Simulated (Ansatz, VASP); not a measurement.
**Pt in VASP and in Ansatz**

```
CELL_PARAMETERS angstrom
0.00000 1.95902 1.95902
1.95902 0.00000 1.95902
1.95902 1.95902 0.00000
ATOMIC_POSITIONS crystal
Pt 0.00000 0.00000 0.00000
```

Alike in both runs: functional PBEsol; k mesh 18 × 18 × 18; occupations gaussian, width 0.1 eV; no spin polarisation.

Ansatz relaxed the structure, and its values are those at the end. VASP's run is a single point on that final structure, the one shown.

```csv
,VASP,Ansatz
version,VASP 6.6.1,Ansatz 0.2.0
potentials or method,"VASP PAW PBE potentials, release 64 (Pt), cutoff 520 eV","scalar-relativistic, plane waves, PAW"
valence electrons in the cell,10,18
```

Ansatz gave:

| Item | Value |
| --- | --- |
| gap on the k mesh at the Fermi level (eV) | none |
| pressure (GPa) | 0.0 |

Problem. Which values does VASP return?

Solution. gap on the k mesh at the Fermi level (eV): none; pressure (GPa): -0.4.

VASP's potentials were made for PBE, not for PBEsol. A gap of «none» marks a metal or a gap that the smearing closes. VASP's potentials hold 10 valence electrons a cell and Ansatz's 18, so a difference there can come from the potentials and not from the codes.

Spin-orbit coupling is off throughout.
